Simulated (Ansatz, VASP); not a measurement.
## TiAl: VASP beside Ansatz

```
Ti Al
1.0
     2.84782    0.00000    0.00000
    -1.42391    2.46629    0.00000
     0.00000    0.00000    4.43515
Ti Al
1 1
Cartesian
  0.0000 0.0000 0.0000
  0.0000 1.6442 2.2176
```

Change from the starting cell: strain +0.000 along x and y, -0.040 along z, atoms carried along.

Alike in both runs: task single point; functional PBEsol; k mesh 24 × 24 × 14; occupations gaussian, width 0.15 eV; no spin polarisation.

```csv
,VASP,Ansatz
version,VASP 6.6.1,Ansatz 0.2.0
potentials or method,"VASP PAW PBE potentials, release 64 (Ti_sv, Al), cutoff 520 eV","scalar-relativistic, plane waves, PAW"
valence electrons in the cell,15,15
```

```csv
,VASP,Ansatz,Ansatz less VASP
gap on the k mesh at the Fermi level (eV),none,none,-
pressure (GPa),5.7,5.8,+0.05
"traceless stress, the component that is largest in VASP (GPa)",4.68,4.60,-0.082
```

VASP's potentials were made for PBE, not for PBEsol. A gap of «none» marks a metal or a gap that the smearing closes.
